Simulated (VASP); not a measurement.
Set up this calculation in VASP 6.6.1, as the native input.

```yaml
Task: single point
Functional: r2SCAN
Potentials_or_basis: VASP PAW PBE potentials, release 64 (As)
Cutoff: 520 eV
k_mesh: 8 × 8 × 8
Occupations: gaussian, width 0.1 eV
Spin: no spin polarisation
Dipole_correction: no
Further_INCAR_settings: ALGO = Normal; EDIFF = 1e-06; NBANDS = 8
```

The system is As.

```xyz
1
Lattice="-1.7583 1.7583 1.7583 1.7583 -1.7583 1.7583 1.7583 1.7583 -1.7583" Properties=species:S:1:pos:R:3 pbc="T T T"
As    0.0000    0.0000    0.0000
```

This isn't the form of As at room conditions, which is rhombohedral.

One way to write it, as run:

POSCAR

```
As
1.0
   -1.7582508014      1.7582508014      1.7582508014
    1.7582508014     -1.7582508014      1.7582508014
    1.7582508014      1.7582508014     -1.7582508014
As
1
Direct
    0.0000000000      0.0000000000      0.0000000000
```

INCAR.step1

```
SYSTEM = As
ALGO = Normal ; EDIFF = 1E-4
ENCUT = 520 ; GGA = PE
ISMEAR = 0 ; LASPH = .TRUE.
LCHARG = .FALSE. ; LREAL = .FALSE.
LWAVE = .TRUE. ; NBANDS = 8
NELM = 60 ; PREC = Accurate
SIGMA = 0.1
```

INCAR.step2

```
SYSTEM = As
ALGO = Normal ; EDIFF = 1E-6
ENCUT = 520 ; ISIF = 2
ISMEAR = 0 ; ISTART = 1
LASPH = .TRUE. ; LCHARG = .FALSE.
LMIXTAU = .TRUE. ; LREAL = .FALSE.
LWAVE = .FALSE. ; METAGGA = R2SCAN
NBANDS = 8 ; NELM = 60
PREC = Accurate ; SIGMA = 0.1
```

KPOINTS

```
k-points
0
G
  8 8 8
  0 0 0
```

Potentials or basis: VASP PAW PBE potentials, release 64 (As).

Command:

```sh
$ cat potpaw_PBE.64/As/POTCAR > POTCAR
$ cp INCAR.step1 INCAR
$ mpirun -np 1 vasp_std > vasp.out
$ cp INCAR.step2 INCAR
$ mpirun -np 1 vasp_std > vasp.out
```

Results of the run:

The pressure is -9.1 GPa. The band gap on the k mesh is zero (an odd number of electrons rules out a gap without spin polarisation).

Caveat: the cell stands under tension; the PAW data sets were made with another functional, which shifts forces and pressure a little; an odd number of electrons without spin polarisation forces a metal; a magnetic or distorted state may lie lower.

Run time: 8.7 s on 1 thread of Intel(R) Xeon(R) 6975P-C (Granite Rapids), with other jobs on the host, peak memory 0.14 GiB.
